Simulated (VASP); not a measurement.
A run of VASP 6.6.1 is set up as follows.

Contents of INCAR:

```
SYSTEM = Be2Si
PREC = Accurate ; ENCUT = 520
EDIFF = 1E-6 ; ISMEAR = 0
SIGMA = 0.1 ; LREAL = .False.
LASPH = .True. ; NELM = 80
ALGO = Fast ; ISIF = 2
LWAVE = .False. ; LCHARG = .False.
GGA = PE ; NBANDS = 17
```

Contents of KPOINTS:

```
Automatic mesh
0
Gamma
  8 8 8
  0 0 0
```

The input POSCAR:

```
Be2Si
1.0
   -1.7085307030      1.7085307030      5.7623377435
    1.7085307030     -1.7085307030      5.7623377435
    1.7085307030      1.7085307030     -5.7623377435
Be Si
4 2
Direct
    0.4142223810      0.4142223810      0.0000000000
    0.1642223810      0.6642223810      0.5000000000
    0.3357776190      0.8357776190      0.5000000000
    0.5857776190      0.5857776190      0.0000000000
    0.0000000000      0.0000000000      0.0000000000
    0.7500000000      0.2500000000      0.5000000000
```

Potentials or basis: VASP PAW PBE potentials, release 64 (Be, Si).

The run is started by

```sh
$ cat potpaw_PBE.64/Be/POTCAR potpaw_PBE.64/Si/POTCAR > POTCAR
$ mpirun -np 1 vasp_std > vasp.out
```

What does it give for the pressure?

-0.1 GPa.

Predict the band gap on the k mesh.

zero (band 8 reaches 9.41 eV, above the bottom of band 9 at 5.10 eV).

Forces in eV/Å, atoms in the order of the input:
```
Be   0.000  0.000 -0.002
Be   0.000  0.000 -0.002
Be   0.000  0.000  0.002
Be   0.000  0.000  0.002
Si   0.000  0.000  0.000
Si   0.000  0.000  0.000
```
